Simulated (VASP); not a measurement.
# CaSn2O5 (Pmmn) in VASP: single point with PBE

Aim: the single point of CaSn2O5 with PBE.

Everything below comes from runs of VASP 6.6.1. Logs are shortened: lines on timing, memory, paths and dates and some standing lists are left out, and cuts for length are marked.

### Step 1. The cell of the first run

The structure is orthorhombic, space group Pmmn (No. 59). Conventional cell: a = 3.718 Å, b = 12.019 Å, c = 5.244 Å, α = 90.00°, β = 90.00°, γ = 90.00°. Within 3.3 Å of Ca (site symmetry mm2) lie 8 O at 2.49 to 2.65 Å. Within 2.5 Å of Sn (site symmetry m) lie 5 O at 1.92 to 2.15 Å. Within 2.5 Å of O (site symmetry m) lie 1 Sn at 1.92 Å. O (site symmetry mm2) has 2 Sn at 2.05 Å and 2 Ca at 2.49 Å within 2.7 Å. Within 2.8 Å of O (site symmetry m) lie 3 Sn at 2.09 to 2.15 Å and 2 O at 2.60 Å and 1 Ca at 2.65 Å.

### Step 2. Single point, PBE

INCAR

```
PREC     = Accurate       # precision mode
ENCUT    = 520            # plane-wave cutoff, eV
EDIFF    = 1E-6           # SCF threshold, eV
ISMEAR   = 0              # smearing method
SIGMA    = 0.15           # smearing width, eV
LREAL    = Auto         
LASPH    = T              # aspherical terms in the spheres
NELM     = 60             # most SCF steps
ALGO     = Normal         # electronic algorithm
ISIF     = 2              # what is computed and relaxed
LWAVE    = F              # write WAVECAR
LCHARG   = F              # write CHGCAR
GGA      = PE             # functional
NBANDS   = 82             # bands
```

KPOINTS

```
Automatic mesh
0
Gamma
  3 1 3
```

POSCAR

```
CaSn2O5
1.0
    3.7178823724      0.0000000000      0.0000000000
    0.0000000000     12.0185448699      0.0000000000
    0.0000000000      0.0000000000      5.2437205062
Ca Sn O
2 4 10
Direct
    0.0000000000      0.5000000000      0.8329497931
    0.5000000000      0.0000000000      0.1670502069
    0.5000000000      0.6541287199      0.3504678871
    0.5000000000      0.3458712801      0.3504678871
    0.0000000000      0.1541287199      0.6495321129
    0.0000000000      0.8458712801      0.6495321129
    0.5000000000      0.6216823337     -0.0080350508
    0.5000000000      0.3783176663     -0.0080350508
    0.5000000000      0.5000000000      0.5182116994
    0.0000000000      0.6752423981      0.5253705594
    0.0000000000      0.3247576019      0.5253705594
    0.0000000000      0.1216823337      1.0080350508
    0.0000000000      0.8783176663      1.0080350508
    0.0000000000      0.0000000000      0.4817883006
    0.5000000000      0.8247576019      0.4746294406
    0.5000000000      0.1752423981      0.4746294406
```

Potentials or basis: VASP PAW PBE potentials, release 64 (Ca_sv, Sn_d, O).

Started as:

```console
$ cat potpaw_PBE.64/Ca_sv/POTCAR potpaw_PBE.64/Sn_d/POTCAR potpaw_PBE.64/O/POTCAR > POTCAR
$ mpirun -np 1 vasp_std > vasp.out
```

OUTCAR:

```text
PREC = Accurate
   ENCUT = 520
   EDIFF = 1E-6
   ISMEAR = 0
   LREAL = Auto
   LASPH = T
   NELM = 60
   ISIF = 2
   GGA = PE

 ion  position               nearest neighbor table
   1  0.000  0.500  0.833-   9 2.49   9 2.49   7 2.51   7 2.51   8 2.51   8 2.51
   2  0.500  0.000  0.167-  14 2.49  14 2.49  12 2.51  12 2.51  13 2.51  13 2.51
   3  0.500  0.654  0.350-   7 1.92   9 2.05  10 2.09  10 2.09  15 2.15   6 3.35   6 3.35   4 3.70

   4  0.500  0.346  0.350-   8 1.92   9 2.05  11 2.09  11 2.09  16 2.15   5 3.35   5 3.35   3 3.70

   5  0.000  0.154  0.650-  12 1.92  14 2.05  16 2.09  16 2.09  11 2.15   4 3.35   4 3.35   6 3.70

   6  0.000  0.846  0.650-  13 1.92  14 2.05  15 2.09  15 2.09  10 2.15   3 3.35   3 3.35   5 3.70

   7  0.500  0.622  0.992-   3 1.92   1 2.51   1 2.51
   8  0.500  0.378  0.992-   4 1.92   1 2.51   1 2.51
   9  0.500  0.500  0.518-   3 2.05   4 2.05   1 2.49   1 2.49
  10  0.000  0.675  0.525-   3 2.09   3 2.09   6 2.15
  11  0.000  0.325  0.525-   4 2.09   4 2.09   5 2.15
  12  0.000  0.122  0.008-   5 1.92   2 2.51   2 2.51
  13  0.000  0.878  0.008-   6 1.92   2 2.51   2 2.51
  14  0.000  0.000  0.482-   5 2.05   6 2.05   2 2.49   2 2.49
  15  0.500  0.825  0.475-   6 2.09   6 2.09   3 2.15
  16  0.500  0.175  0.475-   5 2.09   5 2.09   4 2.15

  LATTYP: Found a simple orthorhombic cell.
 ALAT       =     3.7178823724
 B/A-ratio  =     1.4104051664
 C/A-ratio  =     3.2326318227

  Lattice vectors:

 A1 = (  -3.7178823724,   0.0000000000,   0.0000000000)
 A2 = (   0.0000000000,   0.0000000000,   5.2437205062)
 A3 = (   0.0000000000,  12.0185448699,   0.0000000000)

Analysis of symmetry for initial positions (statically):
=====================================================================
 Subroutine PRICEL returns:
 Original cell was already a primitive cell.

 Routine SETGRP: Setting up the symmetry group for a
 simple orthorhombic supercell.

 Subroutine GETGRP returns: Found  8 space group operations
 (whereof  4 operations were pure point group operations)
 out of a pool of  8 trial point group operations.

The static configuration has the point symmetry C_2v.
 The point group associated with its full space group is D_2h.

Analysis of symmetry for dynamics (positions and initial velocities):
=====================================================================
 Subroutine PRICEL returns:
 Original cell was already a primitive cell.

 Routine SETGRP: Setting up the symmetry group for a
 simple orthorhombic supercell.

 Subroutine GETGRP returns: Found  8 space group operations
 (whereof  4 operations were pure point group operations)
 out of a pool of  8 trial point group operations.

The dynamic configuration has the point symmetry C_2v.
 The point group associated with its full space group is D_2h.

 Subroutine INISYM returns: Found  8 space group operations
 (whereof  4 operations are pure point group operations),
 and found     1 'primitive' translations

----------------------------------------------------------------------------------------

                                     Primitive cell

  volume of cell :     234.3080

  direct lattice vectors                    reciprocal lattice vectors
     3.717882372  0.000000000  0.000000000     0.268970317  0.000000000  0.000000000
     0.000000000 12.018544870  0.000000000     0.000000000  0.083204748  0.000000000
     0.000000000  0.000000000  5.243720506     0.000000000  0.000000000  0.190704291

  length of vectors
     3.717882372 12.018544870  5.243720506     0.268970317  0.083204748  0.190704291

  position of ions in fractional coordinates (direct lattice)
     0.000000000  0.500000000  0.832949793
     0.500000000  0.000000000  0.167050207
     0.500000000  0.654128720  0.350467887
     0.500000000  0.345871280  0.350467887
     0.000000000  0.154128720  0.649532113
     0.000000000  0.845871280  0.649532113
[... 8 lines left out ...]
     0.500000000  0.824757602  0.474629441
     0.500000000  0.175242398  0.474629441

  ion indices of the primitive-cell ions
   primitive index   ion index
                 1           1
                 2           2
                 3           3
                 4           4
                 5           5
                 6           6
[... 8 lines left out ...]
                15          15
                16          16

----------------------------------------------------------------------------------------

 KPOINTS: Automatic mesh

Automatic generation of k-mesh.
 Grid dimensions read from file:
 generate k-points for:    3    1    3

 Generating k-lattice:

  Cartesian coordinates                     Fractional coordinates (reciprocal lattice)
     0.089656772  0.000000000  0.000000000     0.333333333  0.000000000  0.000000000
     0.000000000  0.083204748  0.000000000     0.000000000  1.000000000  0.000000000
     0.000000000  0.000000000  0.063568097     0.000000000  0.000000000  0.333333333

  Length of vectors
     0.089656772  0.083204748  0.063568097

  Shift w.r.t. Gamma in fractional coordinates (k-lattice)
     0.000000000  0.000000000  0.000000000

 Subroutine IBZKPT returns following result:
 ===========================================

 Found      4 irreducible k-points:

 Following reciprocal coordinates:
            Coordinates               Weight
  0.000000  0.000000  0.000000      1.000000
  0.333333  0.000000  0.000000      2.000000
  0.000000  0.000000  0.333333      2.000000
  0.333333  0.000000  0.333333      4.000000
   k-points           NKPTS =      4   k-points in BZ     NKDIM =      4   number of bands    NBANDS=     82
   number of dos      NEDOS =    301   number of ions     NIONS =     16
   total plane-waves  NPLWV = 100800
   dimension x,y,z NGX =    28 NGY =   90 NGZ =   40
   dimension x,y,z NGXF=    56 NGYF=  180 NGZF=   80
   ions per type =               2   4  10
   NGX,Y,Z   is equivalent  to a cutoff of  12.52, 12.45, 12.68 a.u.
   NGXF,Y,Z  is equivalent  to a cutoff of  25.04, 24.90, 25.36 a.u.
 SYSTEM =  unknown system
   PREC   = accura    normal or accurate (medium, high low for compatibility)
   ISTART =      0    job   : 0-new  1-cont  2-samecut
   ICHARG =      2    charge: 1-file 2-atom 10-const
   ISPIN  =      1    spin polarized calculation?
   LNONCOLLINEAR =      F non collinear calculations
   LSORBIT =      F    spin-orbit coupling
   LASPH  =      T    aspherical Exc in radial PAW
   ENCUT  =  520.0 eV  38.22 Ry    6.18 a.u.   6.91 22.35  9.75*2*pi/ulx,y,z
   NELM   =     60;   NELMIN=  2; NELMDL= -5     # of ELM steps
   EDIFF  = 0.1E-05   stopping-criterion for ELM
   LREAL  =      T    real-space projection
   EDIFFG = 0.1E-04   stopping-criterion for IOM
   NSW    =      0    number of steps for IOM
   IBRION =     -1    ionic relax: 0-MD 1-quasi-New 2-CG
   NFREE  =      0    steps in history (QN), initial steepest desc. (CG)
   ISIF   =      2    stress and relaxation
   ISYM   =      2    0-nonsym 1-usesym 2-fastsym
   POTIM  = 0.5000    time-step for ionic-motion
   TEBEG  =    0.0;   TEEND  =   0.0 temperature during run
   PSTRESS=    0.0 pullay stress
   NELECT =     136.0000    total number of electrons
   NUPDOWN=      -1.0000    fix difference up-down
   EMIN   =  10.00;   EMAX   =-10.00  energy-range for DOS
   EFERMI =   0.00;   METHOD = LEGACY
   ISMEAR =     0;   SIGMA  =   0.15  broadening in eV -4-tet -1-fermi 0-gaus
   EFERMI_NEDOS =   21; number of points for ismear=-14 and -15
   IALGO  =     38    algorithm
   IMIX   =      4    mixing-type and parameters
     AMIX     =   0.40;   BMIX     =  1.00
     AMIX_MAG =   1.60;   BMIX_MAG =  1.00
  volume/ion in A,a.u.               =      14.64        98.82
  Fermi-wavevector in a.u.,A,eV,Ry     =   1.365606  2.580621 25.373233  1.864880
  Thomas-Fermi vector in A             =   2.491820
   LORBIT       =      0    0 simple, 1 ext, 2 COOP (PROOUT), +10 PAW based schemes
   GGA     = PE    functional components
   LHFCALC =     F    Hartree Fock is set to
   AEXX    =    0.0000 exact exchange contribution
   IVDW    =     0    specifies the selected vdW correction
   LEPSILON=     F    determine dielectric tensor
   LRPA    =     F    only Hartree local field effects (RPA)
 non-spin polarized calculation
 Gauss-broadening in eV      SIGMA  =   0.15
  energy-cutoff  :      520.00
  volume of cell :      234.31
 maximum number of plane-waves:      6318
 NGX is ok and might be reduce to    28
   NGX = 13   NGY = 45   NGZ = 19

 number of electron     135.9999971 magnetization

 Free energy of the ion-electron system (eV)
  ---------------------------------------------------
  ext. energy  EPLUGINS =         0.00000000
  ---------------------------------------------------
  free energy    TOTEN  =       -98.22971186 eV

  energy without entropy =      -98.22968163  energy(sigma->0) =      -98.22969675

 E-fermi :   4.3229     XC(G=0): -10.0973

 val. band max:        3.9136514300   @ k =   0.0000   0.0000   0.0000
 cond. band min:       4.7043676900   @ k =   0.0000   0.0000   0.0000
 fundamental gap:      0.7907162601
 Fermi energy:         4.3228532178

 k-point     1 :       0.0000    0.0000    0.0000
  band No.  band energies     occupation
      1     -34.3309      2.00000
      2     -34.3309      2.00000
      3     -17.4147      2.00000
      4     -17.3414      2.00000
      5     -17.1861      2.00000
      6     -17.1427      2.00000
[... 72 lines left out ...]
     79      11.0772      0.00000
     80      11.1140      0.00000

 k-point     2 :       0.3333    0.0000    0.0000
  band No.  band energies     occupation
      1     -34.3221      2.00000
      2     -34.3221      2.00000
      3     -17.2907      2.00000
      4     -17.2265      2.00000
      5     -17.1114      2.00000
      6     -17.0977      2.00000
[... 72 lines left out ...]
     79      11.0857      0.00000
     80      11.2257      0.00000

 k-point     3 :       0.0000    0.0000    0.3333
  band No.  band energies     occupation
      1     -34.3308      2.00000
      2     -34.3308      2.00000
      3     -17.4145      2.00000
      4     -17.3452      2.00000
      5     -17.1858      2.00000
      6     -17.1498      2.00000
[... 72 lines left out ...]
     79      10.8811      0.00000
     80      10.9972      0.00000

 k-point     4 :       0.3333    0.0000    0.3333
  band No.  band energies     occupation
      1     -34.3220      2.00000
      2     -34.3220      2.00000
      3     -17.2916      2.00000
      4     -17.2300      2.00000
      5     -17.1148      2.00000
      6     -17.1031      2.00000
[... 72 lines left out ...]
     79      11.1388      0.00000
     80      11.2769      0.00000
 [bands above 80 left out]

------------------------ aborting loop because EDIFF is reached ----------------------------------------

  FORCE on cell =-STRESS in cart. coord.  units (eV):
  Direction    XX          YY          ZZ          XY          YZ          ZX
  --------------------------------------------------------------------------------------
  -------------------------------------------------------------------------------------
  Total        0.0556684     -0.0616632      1.1887803      0.0000000      0.0000000      0.0000000
  in kB        0.3806555     -0.4216472      8.1287751      0.0000000      0.0000000      0.0000000
  external PRESSURE =       2.6959278 kB  Pullay stress =       0.0000000 kB

 VOLUME and BASIS-vectors are now :
 -----------------------------------------------------------------------------
  energy-cutoff  :      520.00
  volume of cell :      234.31
      direct lattice vectors                 reciprocal lattice vectors
     3.717882372  0.000000000  0.000000000     0.268970317  0.000000000  0.000000000
     0.000000000 12.018544870  0.000000000     0.000000000  0.083204748  0.000000000
     0.000000000  0.000000000  5.243720506     0.000000000  0.000000000  0.190704291

 POSITION                                       TOTAL-FORCE (eV/Angst)
 -----------------------------------------------------------------------------------
      0.00000      6.00927      4.36776         0.000000     -0.000000     -0.012177
      1.85894      0.00000      0.87596         0.000000     -0.000000      0.012177
      1.85894      7.86168      1.83776         0.000000      0.026730      0.068105
      1.85894      4.15687      1.83776         0.000000     -0.026730      0.068105
      0.00000      1.85240      3.40596        -0.000000      0.026730     -0.068105
      0.00000     10.16614      3.40596        -0.000000     -0.026730     -0.068105
[... 8 lines left out ...]
      1.85894      9.91239      2.48882         0.000000     -0.029958     -0.023406
      1.85894      2.10616      2.48882         0.000000      0.029958     -0.023406
 -----------------------------------------------------------------------------------
    total drift:                                0.000000     -0.000000     -0.000000

  FREE ENERGIE OF THE ION-ELECTRON SYSTEM (eV)
  ---------------------------------------------------
  free  energy   TOTEN  =       -98.2297118624 eV

  energy  without entropy=      -98.2296816315  energy(sigma->0) =      -98.22969675
```

Run time: 1.7 min. Hardware: 1 thread of Intel Xeon 6975P-C (Granite Rapids), shared host; peak memory 0.32 GiB.

What came out:

- Free energy: -98.2297 eV
- Pressure: 0.3 GPa
- Largest force: 0.123 eV/Å
- Band gap on the k mesh: 0.79 eV, direct

Forces in eV/Å, atoms in the order of the input:
```
Ca   0.000  0.000 -0.012
Ca   0.000  0.000  0.012
Sn   0.000  0.027  0.068
Sn   0.000 -0.027  0.068
Sn   0.000  0.027 -0.068
Sn   0.000 -0.027 -0.068
O    0.000 -0.004 -0.123
O    0.000  0.004 -0.123
O    0.000  0.000  0.032
O    0.000  0.030  0.023
O    0.000 -0.030  0.023
O    0.000 -0.004  0.123
O    0.000  0.004  0.123
O    0.000  0.000 -0.032
O    0.000 -0.030 -0.023
O    0.000  0.030 -0.023
```

Caveat: the k points lie up to 0.56 Å⁻¹ apart; spin-orbit coupling is left out, which moves the levels of the heavy elements.
